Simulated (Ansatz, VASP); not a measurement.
## NiO: VASP beside Ansatz

The input INCAR:

```
SYSTEM = NiO
ALGO = Normal ; EDIFF = 1E-6
ENCUT = 520 ; GGA = PS
ISIF = 2 ; ISMEAR = 0
ISPIN = 2 ; LASPH = .True.
LCHARG = .False. ; LMAXMIX = 4
LORBIT = 11 ; LREAL = .False.
LWAVE = .False. ; MAGMOM = 1.14 0.2
NBANDS = 19 ; NELM = 150
PREC = Accurate ; SIGMA = 0.15
```

KPOINTS

```
k-points
0
Gamma
  26 26 26
  0 0 0
```

Contents of POSCAR:

```
NiO
1.0
    0.0000000000      2.0580571376      2.0580571376
    2.0580571376      0.0000000000      2.0580571376
    2.0580571376      2.0580571376      0.0000000000
Ni O
1 1
Direct
    0.0000000000      0.0000000000      0.0000000000
    0.5000000000      0.5000000000      0.5000000000
```

Input for Ansatz:

```yaml
crystal:
  lattice:
    - [0.0, 2.0580571376, 2.0580571376]
    - [2.0580571376, 0.0, 2.0580571376]
    - [2.0580571376, 2.0580571376, 0.0]
  atoms:
    - { symbol: Ni, position: [0.0, 0.0, 0.0], spin: 1.14 }
    - { symbol: O, position: [0.5, 0.5, 0.5], spin: 0.2 }
basis:
  ecutwfc: 420
kpoints:
  mp_grid: { grid: [26, 26, 26] }
hamiltonian:
  xc: pbesol
scf:
  occupations: { method: gaussian, width: 0.15 }
output:
  forces: true
  stress: true
  eigenvalues: true
  populations: true
magnetization:
  spin_polarized: true
```

Alike in both runs: task single point; functional PBEsol; k mesh 26 × 26 × 26; occupations gaussian, width 0.15 eV; collinear spin.

|  | VASP | Ansatz |
| --- | --- | --- |
| version | VASP 6.6.1 | Ansatz 0.2.0 |
| potentials or method | VASP PAW PBE potentials, release 64 (Ni, O), cutoff 520 eV | scalar-relativistic, plane waves, PAW |
| valence electrons in the cell | 16 | 24 |

VASP gave:

- gap on the k mesh at the Fermi level (eV): none
- pressure (GPa): -0.7
- net moment per atom (μB): 0.56
- size of the moment on the site where the two differ most (μB): 0.94

Question: Estimate Ansatz's values.

Answer: gap on the k mesh at the Fermi level (eV): none; pressure (GPa): -0.2; net moment per atom (μB): 0.61; size of the moment on the site where the two differ most (μB): 1.00.

VASP's potentials were made for PBE, not for PBEsol. Site moments also hang on the region over which each program counts them. A gap of «none» marks a metal or a gap that the smearing closes. VASP's potentials hold 16 valence electrons a cell and Ansatz's 24, so a difference there can come from the potentials and not from the codes.
